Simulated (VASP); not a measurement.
# CuI (Marshite) (F-43m) in VASP: further runs

Aim: see how the results for CuI (Marshite) move with the level of theory and the settings. Levels: PBEsol, r2SCAN50, PBE+D3(BJ)+U. Tasks: single point.

All numbers are computed with VASP 6.6.1; they aren't measurements. Logs are shortened: lines on timing, memory, paths and dates and some standing lists are left out, and cuts for length are marked.

## Step 1: The cell of the first run

The structure is cubic, space group F-43m (No. 216). The conventional cell has a = 6.182 Å, b = 6.182 Å, c = 6.182 Å, α = 90.00°, β = 90.00°, γ = 90.00°. Within 3.5 Å of I (site symmetry -43m) lie 4 Cu at 2.68 Å. Within 3.5 Å of Cu (site symmetry -43m) lie 4 I at 2.68 Å.

## Step 2: Single point, PBEsol (volume scaled by 1.06)

The input, INCAR:

```
SYSTEM = CuI
PREC     = Accurate       ! precision mode
ENCUT    = 520            ! plane-wave cutoff, eV
EDIFF    = 1E-6           ! SCF threshold, eV
ISMEAR   = -1             ! smearing method
SIGMA    = 0.05           ! smearing width, eV
LREAL    = .FALSE.        ! projectors in reciprocal space
LASPH    = .TRUE.         ! aspherical terms in the spheres
NELM     = 100            ! most SCF steps
ALGO     = Normal         ! electronic algorithm
ISIF     = 2              ! what is computed and relaxed
LWAVE    = .FALSE.        ! write WAVECAR
LCHARG   = .FALSE.        ! write CHGCAR
GGA      = PS             ! functional
NBANDS   = 16             ! bands
```

The input, KPOINTS:

```
regular mesh
0
G
  8 8 8
  0 0 0
```

The input, POSCAR:

```
CuI
1.0
    0.0000000000      3.0909562712      3.0909562712
    3.0909562712      0.0000000000      3.0909562712
    3.0909562712      3.0909562712      0.0000000000
I Cu
1 1
Direct
    0.0000000000      0.0000000000      0.0000000000
    0.7500000000      0.7500000000      0.7500000000
```

Potentials or basis: VASP PAW PBE potentials, release 64 (I, Cu).

The run is started by

```sh
$ cat potpaw_PBE.64/I/POTCAR potpaw_PBE.64/Cu/POTCAR > POTCAR
$ mpirun -np 1 vasp_std > vasp.out
```

OUTCAR:

```text
SYSTEM = CuI
   PREC = Accurate
   ENCUT = 520
   EDIFF = 1E-6
   ISMEAR = -1
   LREAL = .FALSE.
   LASPH = .TRUE.
   NELM = 100
   ISIF = 2
   GGA = PS

 ion  position               nearest neighbor table
   1  0.000  0.000  0.000-   2 2.68   2 2.68   2 2.68   2 2.68
   2  0.750  0.750  0.750-   1 2.68   1 2.68   1 2.68   1 2.68

  LATTYP: Found a face centered cubic cell.
 ALAT       =     6.1819125424

  Lattice vectors:

 A1 = (   0.0000000000,   3.0909562712,   3.0909562712)
 A2 = (   3.0909562712,   0.0000000000,   3.0909562712)
 A3 = (   3.0909562712,   3.0909562712,   0.0000000000)

Analysis of symmetry for initial positions (statically):
=====================================================================
 Subroutine PRICEL returns:
 Original cell was already a primitive cell.

 Routine SETGRP: Setting up the symmetry group for a
 face centered cubic supercell.

 Subroutine GETGRP returns: Found 24 space group operations
 (whereof 24 operations were pure point group operations)
 out of a pool of 48 trial point group operations.

The static configuration has the point symmetry T_d .

Analysis of symmetry for dynamics (positions and initial velocities):
=====================================================================
 Subroutine PRICEL returns:
 Original cell was already a primitive cell.

 Routine SETGRP: Setting up the symmetry group for a
 face centered cubic supercell.

 Subroutine GETGRP returns: Found 24 space group operations
 (whereof 24 operations were pure point group operations)
 out of a pool of 48 trial point group operations.

The dynamic configuration has the point symmetry T_d .

 Subroutine INISYM returns: Found 24 space group operations
 (whereof 24 operations are pure point group operations),
 and found     1 'primitive' translations

----------------------------------------------------------------------------------------

                                     Primitive cell

  volume of cell :      59.0621

  direct lattice vectors                    reciprocal lattice vectors
     0.000000000  3.090956271  3.090956271    -0.161762237  0.161762237  0.161762237
     3.090956271  0.000000000  3.090956271     0.161762237 -0.161762237  0.161762237
     3.090956271  3.090956271  0.000000000     0.161762237  0.161762237 -0.161762237
[... 74 lines left out ...]
 SYSTEM =  CuI
   PREC   = accura    normal or accurate (medium, high low for compatibility)
   ISTART =      0    job   : 0-new  1-cont  2-samecut
   ICHARG =      2    charge: 1-file 2-atom 10-const
   ISPIN  =      1    spin polarized calculation?
   LNONCOLLINEAR =      F non collinear calculations
   LSORBIT =      F    spin-orbit coupling
   LASPH  =      T    aspherical Exc in radial PAW
   ENCUT  =  520.0 eV  38.22 Ry    6.18 a.u.   8.13  8.13  8.13*2*pi/ulx,y,z
   NELM   =    100;   NELMIN=  2; NELMDL= -5     # of ELM steps
   EDIFF  = 0.1E-05   stopping-criterion for ELM
   LREAL  =      F    real-space projection
   EDIFFG = 0.1E-04   stopping-criterion for IOM
   NSW    =      0    number of steps for IOM
   IBRION =     -1    ionic relax: 0-MD 1-quasi-New 2-CG
   NFREE  =      0    steps in history (QN), initial steepest desc. (CG)
   ISIF   =      2    stress and relaxation
   ISYM   =      2    0-nonsym 1-usesym 2-fastsym
   POTIM  = 0.5000    time-step for ionic-motion
   TEBEG  =    0.0;   TEEND  =   0.0 temperature during run
   PSTRESS=    0.0 pullay stress
   NELECT =      18.0000    total number of electrons
   NUPDOWN=      -1.0000    fix difference up-down
   EMIN   =  10.00;   EMAX   =-10.00  energy-range for DOS
   EFERMI =   0.00;   METHOD = LEGACY
   ISMEAR =    -1;   SIGMA  =   0.05  broadening in eV -4-tet -1-fermi 0-gaus
   EFERMI_NEDOS =   21; number of points for ismear=-14 and -15
   IALGO  =     38    algorithm
   IMIX   =      4    mixing-type and parameters
     AMIX     =   0.40;   BMIX     =  1.00
     AMIX_MAG =   1.60;   BMIX_MAG =  1.00
  volume/ion in A,a.u.               =      29.53       199.29
  Fermi-wavevector in a.u.,A,eV,Ry     =   1.101699  2.081909 16.513933  1.213740
  Thomas-Fermi vector in A             =   2.238130
   LORBIT       =      0    0 simple, 1 ext, 2 COOP (PROOUT), +10 PAW based schemes
   GGA     = PS    functional components
   LHFCALC =     F    Hartree Fock is set to
   AEXX    =    0.0000 exact exchange contribution
   IVDW    =     0    specifies the selected vdW correction
   LEPSILON=     F    determine dielectric tensor
   LRPA    =     F    only Hartree local field effects (RPA)
 non-spin polarized calculation
  energy-cutoff  :      520.00
  volume of cell :       59.06
 maximum number of plane-waves:      1639
 NGX is ok and might be reduce to    36
   NGX = 17   NGY = 17   NGZ = 17

 number of electron      18.0000002 magnetization

 Free energy of the ion-electron system (eV)
  ---------------------------------------------------
  ext. energy  EPLUGINS =         0.00000000
  ---------------------------------------------------
  free energy    TOTEN  =        -6.22316604 eV

  energy without entropy =       -6.22316468  energy(sigma->0) =       -6.22316536

 E-fermi :   4.1638     XC(G=0):  -8.8723

 val. band max:        3.6753260850   @ k =   0.0000   0.0000   0.0000
 cond. band min:       4.5641617289   @ k =   0.0000   0.0000   0.0000
 fundamental gap:      0.8888356439
 Fermi energy:         4.1638239378

 k-point     1 :       0.0000    0.0000    0.0000
  band No.  band energies     occupation
      1     -10.0604      2.00000
      2       0.2817      2.00000
      3       0.2817      2.00000
      4       0.2817      2.00000
      5       2.0278      2.00000
      6       2.0278      2.00000
[... 433 lines left out ...]
      3      -0.2453      2.00000
      4       0.2384      2.00000
      5       1.9705      2.00000
      6       2.0384      2.00000
[... 8 lines left out ...]
     15      14.1863      0.00000
     16      14.7333      0.00000

 [... further k-points ...]
[... 5 lines left out ...]
  --------------------------------------------------------------------------------------
  -------------------------------------------------------------------------------------
  Total       -1.4573013     -1.4573013     -1.4573013      0.0000000      0.0000000      0.0000000
  in kB      -39.5322330    -39.5322330    -39.5322330      0.0000000      0.0000000      0.0000000
  external PRESSURE =     -39.5322330 kB  Pullay stress =       0.0000000 kB

 VOLUME and BASIS-vectors are now :
 -----------------------------------------------------------------------------
  energy-cutoff  :      520.00
  volume of cell :       59.06
      direct lattice vectors                 reciprocal lattice vectors
     0.000000000  3.090956271  3.090956271    -0.161762237  0.161762237  0.161762237
     3.090956271  0.000000000  3.090956271     0.161762237 -0.161762237  0.161762237
     3.090956271  3.090956271  0.000000000     0.161762237  0.161762237 -0.161762237

 POSITION                                       TOTAL-FORCE (eV/Angst)
 -----------------------------------------------------------------------------------
      0.00000      0.00000      0.00000         0.000000     -0.000000     -0.000000
      4.63643      4.63643      4.63643        -0.000000      0.000000      0.000000
 -----------------------------------------------------------------------------------
    total drift:                               -0.000000     -0.000000     -0.000000

  FREE ENERGIE OF THE ION-ELECTRON SYSTEM (eV)
  ---------------------------------------------------
  free  energy   TOTEN  =        -6.2231660420 eV

  energy  without entropy=       -6.2231646801  energy(sigma->0) =       -6.22316536
```

Run time: 12 s. Hardware: 1 thread of Intel Xeon 6975P-C (Granite Rapids), shared host; peak memory 0.21 GiB.

What came out:

```yaml
Free_energy: -6.2232 eV
Pressure: -4.0 GPa
Band_gap_on_the_k_mesh: 0.89 eV, direct
```

Caveat: the cell differs from its parent crystal (volume scaled by 1.06); the PAW data sets were made with another functional, which shifts forces and pressure a little; spin-orbit coupling is left out, which moves the levels of the heavy elements.

## Step 3: Single point, r2SCAN50

This run uses another cell than the first one, of 27.86 Å³/atom, 0.943 times its volume.

The input, POSCAR:

```
CuI
1.0
    0.0000000000      3.0315000000      3.0315000000
    3.0315000000      0.0000000000      3.0315000000
    3.0315000000      3.0315000000      0.0000000000
I Cu
1 1
Direct
    0.0000000000      0.0000000000      0.0000000000
    0.7500000000      0.7500000000      0.7500000000
```

The input, INCAR.step1:

```
SYSTEM = CuI
  PREC = Accurate
  ENCUT = 520
  EDIFF = 1E-5
  ISMEAR = -1
  SIGMA = 0.05
  LREAL = .False.
  LASPH = .True.
  NELM = 80
  ALGO = Normal
  ISIF = 2
  LWAVE = .True.
  NBANDS = 16
  GGA = PE
```

The input, INCAR.step2:

```
SYSTEM = CuI
  PREC = Accurate
  ENCUT = 520
  EDIFF = 1E-6
  ISMEAR = -1
  SIGMA = 0.05
  LREAL = .False.
  LASPH = .True.
  NELM = 80
  ALGO = Normal
  ISIF = 2
  LWAVE = .False.
  LCHARG = .True.
  METAGGA = R2SCAN
  LHFCALC = .True.
  AEXX = 0.5
  LMIXTAU = .True.
  PRECFOCK = Normal
  LELF = .True.
  LVHAR = .True.
  NBANDS = 16
  ISTART = 1
```

The input, KPOINTS:

```
Automatic mesh
0
Gamma
  4 4 4
  0 0 0
```

Potentials or basis: VASP PAW PBE potentials, release 64 (I, Cu).

The run is started by

```sh
$ cat potpaw_PBE.64/I/POTCAR potpaw_PBE.64/Cu/POTCAR > POTCAR
$ cp INCAR.step1 INCAR
$ mpirun -np 1 vasp_std > vasp.out
$ cp INCAR.step2 INCAR
$ mpirun -np 1 vasp_std > vasp.out
```

Run time: 5.4 min. Hardware: 1 thread of Intel Xeon Platinum 8488C (Sapphire Rapids), shared host; peak memory 0.19 GiB.

The run converged. Its results:

```
Free energy            : -24.3866 eV
Pressure               : 0.4 GPa
Band gap on the k mesh : 5.56 eV, direct
```

Levels at points of the mesh, in eV from the valence-band top:
```tsv
k point	band 6	band 7	band 8	band 9	band 10	band 11	band 12	band 13
(0.00, 0.00, 0.00)	-3.35	0.00	0.00	0.00	5.56	9.39	9.39	9.39
(0.50, 0.00, 0.00)	-3.33	-3.27	-0.93	-0.93	6.62	9.83	9.83	11.69
(0.50, 0.50, 0.00)	-3.28	-2.96	-2.35	-2.35	6.55	7.20	14.22	15.09
```

Caveat: the k points lie up to 0.45 Å⁻¹ apart; the PAW data sets were made with another functional, which shifts forces and pressure a little; spin-orbit coupling is left out, which moves the levels of the heavy elements.

## Step 4: Single point, PBE+D3(BJ)+U (volume scaled by 0.94)

The input, INCAR:

```
SYSTEM = CuI
  ALGO = Normal
  EDIFF = 1E-7
  ENCUT = 520
  GGA = PE
  ISIF = 2
  ISMEAR = 0
  IVDW = 12
  LASPH = .True.
  LCHARG = .False.
  LDAU = .True.
  LDAUJ = 0 0
  LDAUL = -1 2
  LDAUPRINT = 1
  LDAUTYPE = 2
  LDAUU = 0 3.5
  LMAXMIX = 4
  LREAL = .False.
  LWAVE = .False.
  NBANDS = 16
  NELM = 150
  PREC = Accurate
  SIGMA = 0.01
```

The input, KPOINTS:

```
k-points
0
Gamma
  8 8 8
  0 0 0
```

The input, POSCAR:

```
CuI
1.0
    0.0000000000      2.9696152886      2.9696152886
    2.9696152886      0.0000000000      2.9696152886
    2.9696152886      2.9696152886      0.0000000000
I Cu
1 1
Direct
    0.0000000000      0.0000000000      0.0000000000
    0.7500000000      0.7500000000      0.7500000000
```

The run is started by

```sh
$ cat potpaw_PBE.64/I/POTCAR potpaw_PBE.64/Cu/POTCAR > POTCAR
$ mpirun -np 1 vasp_std > vasp.out
```

It took 21 s on 1 thread of Intel Xeon 6975P-C, shared host; peak memory 0.2 GiB.

It converged, with:

```
Free energy                : -5.2760 eV
Pressure                   : 1.2 GPa
Band gap on the k mesh     : 1.83 eV, direct
Dispersion energy per atom : -0.367 eV
```

Levels at points of the mesh, in eV from the valence-band top:
```
           k point  band 6  band 7  band 8  band 9  band 10  band 11  band 12  band 13
(0.00, 0.00, 0.00)   -2.53    0.00    0.00    0.00     1.83     5.32     5.32     5.32
(0.50, 0.00, 0.00)   -2.51   -2.45   -0.83   -0.83     2.70     5.80     5.80     7.91
(0.50, 0.50, 0.00)   -2.44   -2.36   -1.96   -1.96     2.95     3.28    10.09    10.58
```

Eigenvalues of the final occupation matrices:
| site | spin | trace | eigenvalues |
| --- | --- | --- | --- |
| site 2 d | 1 | 4.73 | 0.94 0.94 0.95 0.95 0.95 |
| site 2 d | 2 | 4.73 | 0.94 0.94 0.95 0.95 0.95 |

Caveat: the cell differs from its parent crystal (volume scaled by 0.94); spin-orbit coupling is left out, which moves the levels of the heavy elements.

## Step 5: Single point, PBE+D3(BJ)+U (volume scaled by 0.96)

The input, INCAR:

```
SYSTEM = CuI
PREC     = Accurate       ! precision mode
ENCUT    = 520            ! plane-wave cutoff, eV
EDIFF    = 1E-7           ! SCF threshold, eV
ISMEAR   = 0              ! smearing method
SIGMA    = 0.01           ! smearing width, eV
LREAL    = .False.        ! projectors in reciprocal space
LASPH    = .True.         ! aspherical terms in the spheres
NELM     = 150            ! most SCF steps
ALGO     = Normal         ! electronic algorithm
ISIF     = 2              ! what is computed and relaxed
LWAVE    = .False.        ! write WAVECAR
LCHARG   = .False.        ! write CHGCAR
LMAXMIX  = 4              ! l up to which the mixer works
LDAU     = .True.         ! DFT+U
LDAUTYPE = 2            
LDAUL    = -1 2           ! shell
LDAUU    = 0 3.5          ! U, eV
LDAUJ    = 0 0          
LDAUPRINT= 1            
GGA      = PE             ! functional
IVDW     = 12             ! dispersion correction
NBANDS   = 16             ! bands
```

The input, KPOINTS:

```
regular mesh
0
Gamma
  8 8 8
  0 0 0
```

The input, POSCAR:

```
CuI
1.0
    0.0000000000      2.9905287613      2.9905287613
    2.9905287613      0.0000000000      2.9905287613
    2.9905287613      2.9905287613      0.0000000000
I Cu
1 1
Direct
    0.0000000000      0.0000000000      0.0000000000
    0.7500000000      0.7500000000      0.7500000000
```

The run is started by

```sh
$ cat potpaw_PBE.64/I/POTCAR potpaw_PBE.64/Cu/POTCAR > POTCAR
$ mpirun -np 1 vasp_std > vasp.out
```

It took 23 s on 1 thread of Intel Xeon 6975P-C, shared host; peak memory 0.19 GiB.

Results (log left out):

```yaml
Free_energy: -5.2809 eV
Pressure: 0.2 GPa
Band_gap_on_the_k_mesh: 1.78 eV, direct
Dispersion_energy_per_atom: -0.358 eV
```

Levels at points of the mesh, in eV from the valence-band top:
```csv
k point,band 5,band 6,band 7,band 8,band 9,band 10,band 11,band 12,band 13,band 14
"(0.00, 0.00, 0.00)",-2.43,-2.43,0.00,0.00,0.00,1.78,5.35,5.35,5.35,8.73
"(0.50, 0.00, 0.00)",-2.40,-2.40,-2.35,-0.80,-0.80,2.69,5.82,5.82,7.89,9.76
"(0.50, 0.50, 0.00)",-2.42,-2.35,-2.26,-1.88,-1.88,3.01,3.30,9.94,10.48,10.48
```

Eigenvalues of the final occupation matrices:
| site | spin | trace | eigenvalues |
| --- | --- | --- | --- |
| site 2 d | 1 | 4.73 | 0.94 0.94 0.95 0.95 0.95 |
| site 2 d | 2 | 4.73 | 0.94 0.94 0.95 0.95 0.95 |

Caveat: the cell differs from its parent crystal (volume scaled by 0.96); spin-orbit coupling is left out, which moves the levels of the heavy elements.

[end of part 1 of 2]
